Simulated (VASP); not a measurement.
A run of VASP 6.6.1 is set up as follows.

The input INCAR:

```
PREC = Accurate
ENCUT = 1340
EDIFF = 1E-6
ISMEAR = -1
SIGMA = 0.05
LREAL = False
LASPH = True
NELM = 120
ALGO = Normal
ISIF = 2
LWAVE = False
LCHARG = True
GGA = PE
LELF = True
LVHAR = True
NBANDS = 46
GGA_COMPAT = False
```

Contents of KPOINTS:

```
Automatic mesh
0
Gamma
  5 5 4
```

POSCAR

```
TiO2
1.0
    5.1307719796      0.0000000000      0.0000000000
   -2.5653859898      4.4433788753      0.0000000000
    0.0000000000      0.0000000000      5.7570506193
Ti O
3 6
Direct
    0.4346438600      0.0000000000      0.3333333333
    0.0000000000      0.4346438600      0.6666666667
    0.5653561400      0.5653561400      0.0000000000
    0.6052167978      0.9230352863      0.0856997936
    0.6821815114      0.0769647137      0.5809668731
    0.3178184886      0.3947832022      0.7523664603
    0.9230352863      0.6052167978      0.9143002064
    0.0769647137      0.6821815114      0.4190331269
    0.3947832022      0.3178184886      0.2476335397
```

Potentials or basis: VASP PAW PBE potentials, release 64 (Ti_sv, O_h).

Launch:

```console
$ cat potpaw_PBE.64/Ti_sv/POTCAR potpaw_PBE.64/O_h/POTCAR > POTCAR
$ mpirun -np 1 vasp_std > vasp.out
```

(1) Predict the pressure.

(2) Predict the band gap on the k mesh.

(3) Estimate the largest force.

Answers

(1) 5.3 GPa.

(2) 3.60 eV (least direct gap 3.76 eV).

(3) 0.053 eV/Å.

Caveat: the cell stands under pressure.
